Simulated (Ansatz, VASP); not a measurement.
**One calculation of Cr, two programs**

```
CELL_PARAMETERS angstrom
2.88500 0.00000 0.00000
0.00000 2.88500 0.00000
0.00000 0.00000 2.88500
ATOMIC_POSITIONS crystal
Cr 0.00000 0.00000 0.00000
Cr 0.50000 0.50000 0.50000
```

Alike in both runs: task single point; functional PBE; k mesh 14 × 14 × 14; occupations gaussian, width 0.1 eV; collinear spin.

```csv
,VASP,Ansatz
version,VASP 6.6.1,Ansatz 0.2.0
potentials or method,"VASP PAW PBE potentials, release 64 (Cr_pv)","scalar-relativistic, plane waves, PAW"
plane-wave cutoff (eV),520,420
valence electrons in the cell,24,28
```

Ansatz gave:

- gap on the k mesh at the Fermi level (eV): none
- net moment per atom (μB): 0.00
- size of the moment on the site where the two differ most (μB): 1.14

Problem. Which values does VASP return?

Solution. gap on the k mesh at the Fermi level (eV): none; net moment per atom (μB): 0.00; size of the moment on the site where the two differ most (μB): 1.24.

Site moments also hang on the region over which each program counts them. A gap of «none» marks a metal or a gap that the smearing closes. VASP's potentials hold 24 valence electrons a cell and Ansatz's 28, so a difference there can come from the potentials and not from the codes. Ansatz's warnings: optics on partly filled bands.
